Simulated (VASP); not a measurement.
Mg3ZrN, 5 atoms in the cell. It takes space group P4/mmm (No. 123, tetragonal). Conventional cell: a = 5.369 Å, b = 5.369 Å, c = 3.706 Å, α = 90.00°, β = 90.00°, γ = 90.00°. Mg (site symmetry mmm) has 2 Mg at 2.68 Å and 4 Zr at 3.26 Å and 4 N at 3.26 Å within 3.5 Å. Mg (site symmetry 4/mmm) has 2 N at 1.85 Å within 2.5 Å. Zr (site symmetry 4/mmm) has 16 Mg at 3.26 to 4.22 Å and 2 Zr at 3.71 Å and 4 N at 3.80 Å within 4.3 Å. Within 2.5 Å of N (site symmetry 4/mmm) lie 2 Mg at 1.85 Å. 

* Program: VASP 6.6.1
* Task: relaxation of cell and atoms
* Functional: PBE
* Potentials or basis: VASP PAW PBE potentials, release 64 (Mg, Zr_sv, N)
* Cutoff: 600 eV
* k mesh: 8 × 8 × 10
* Occupations: gaussian, width 0.1 eV
* Spin: no spin polarisation
* Dipole correction: no
* Further INCAR settings: ALGO = Normal; EDIFF = 1e-06; IBRION = 2; EDIFFG = -0.01; NSW = 100; ISIF = 3

Potentials or basis: VASP PAW PBE potentials, release 64 (Mg, Zr_sv, N).

Launch:

```console
$ cat potpaw_PBE.64/Mg/POTCAR potpaw_PBE.64/Zr_sv/POTCAR potpaw_PBE.64/N/POTCAR > POTCAR
$ mpirun -np 1 vasp_std > vasp.out
```

Hardware: 1 thread of Intel(R) Xeon(R) Platinum 8375C CPU @ 2.90GHz (Ice Lake) (shared host).

Task: Estimate the wall time of this run.

Result: Wall time 4.9 min on 1 thread of Intel(R) Xeon(R) Platinum 8375C CPU @ 2.90GHz (Ice Lake), on a shared host, peak memory 0.42 GiB. Counts: scf iterations 22, k points 90, ion steps 2.
